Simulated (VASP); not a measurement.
Write the native input for VASP 6.6.1 that does the following.

```yaml
Task: single point
Functional: PBEsol
Potentials_or_basis: VASP PAW PBE potentials, release 64 (Co, Al)
Cutoff: 520 eV
k_mesh: 8 × 8 × 8
Occupations: fermi-dirac, width 0.05 eV
Spin: collinear spin, ferromagnetic start
Starting_moments: "[2.5, 0.0] μB"
Fixed_moment: 2.5 μB
Dipole_correction: no
Further_INCAR_settings: ALGO = Normal; EDIFF = 1e-06; NBANDS = 17
```

The structure of AlCo lies in POSCAR:

```
AlCo
1.0
    2.8194032100      0.0000000000      0.0000000000
    0.0000000000      2.8194032100      0.0000000000
    0.0000000000      0.0000000000      2.8194032100
Co Al
1 1
Direct
    0.5000000000      0.5000000000      0.5000000000
    0.0000000000      0.0000000000      0.0000000000
```

One way to write it, as run:

INCAR

```
SYSTEM = AlCo
PREC = Accurate
ENCUT = 520
EDIFF = 1E-6
ISMEAR = -1
SIGMA = 0.05
LREAL = .FALSE.
LASPH = .TRUE.
NELM = 150
ALGO = Normal
ISIF = 2
LWAVE = .FALSE.
LCHARG = .FALSE.
ISPIN = 2
MAGMOM = 2.5 0
LORBIT = 11
NUPDOWN = 2.5
LMAXMIX = 4
GGA = PS
NBANDS = 17
```

KPOINTS

```
regular mesh
0
G
  8 8 8
  0 0 0
```

Potentials or basis: VASP PAW PBE potentials, release 64 (Co, Al).

Launch:

```sh
$ cat potpaw_PBE.64/Co/POTCAR potpaw_PBE.64/Al/POTCAR > POTCAR
$ mpirun -np 1 vasp_std > vasp.out
```

It gave:

- Pressure: 29.3 GPa
- Net moment: 2.50 μB per cell
- Site moments: Co +2.12; Al +0.07 μB
- Valence electrons inside the program's atomic spheres: Co 8.41; Al 0.87

Caveat: the PAW data sets were made with another functional, which shifts forces and pressure a little; the total moment is fixed, so each spin has its own Fermi level.

Wall time 19 s on 1 thread of AMD EPYC 9R14 (Zen 4), with other jobs on the host, peak memory 0.13 GiB.
